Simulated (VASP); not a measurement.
InRu3, 4 atoms in the cell. Symmetry: Fm-3m, No. 225, cubic system. Conventional cell: a = 6.839 Å, b = 6.839 Å, c = 6.839 Å, α = 90.00°, β = 90.00°, γ = 90.00°. In (site symmetry m-3m) has 14 Ru at 2.96 to 3.42 Å within 3.9 Å. Ru (site symmetry -43m) has 4 In at 2.96 Å and 10 Ru at 2.96 to 3.42 Å within 3.9 Å. Within 3.9 Å of Ru (site symmetry m-3m) lie 8 Ru at 2.96 Å and 6 In at 3.42 Å. 

| Property | Result |
| --- | --- |
| Program | VASP 6.6.1 |
| Task | single point |
| Functional | PBE |
| Potentials or basis | VASP PAW PBE potentials, release 64 (In_d, Ru_pv) |
| Cutoff | 520 eV |
| k mesh | 4 × 4 × 4 |
| Occupations | gaussian, width 0.1 eV |
| Spin | no spin polarisation |
| Dipole correction | no |
| Further INCAR settings | ALGO = Fast; EDIFF = 1e-07; NBANDS = 36 |

Potentials or basis: VASP PAW PBE potentials, release 64 (In_d, Ru_pv).

Launch:

```sh
$ cat potpaw_PBE.64/In_d/POTCAR potpaw_PBE.64/Ru_pv/POTCAR > POTCAR
$ mpirun -np 1 vasp_std > vasp.out
```

Hardware: 1 thread of Intel(R) Xeon(R) Platinum 8488C (Sapphire Rapids) (shared host).

**Question.** How long does it take, and how much memory?

**Answer.** It took 27 s on 1 thread of Intel(R) Xeon(R) Platinum 8488C (Sapphire Rapids) (shared host), peak memory 0.2 GiB. Counts: scf iterations 20, k points 8.
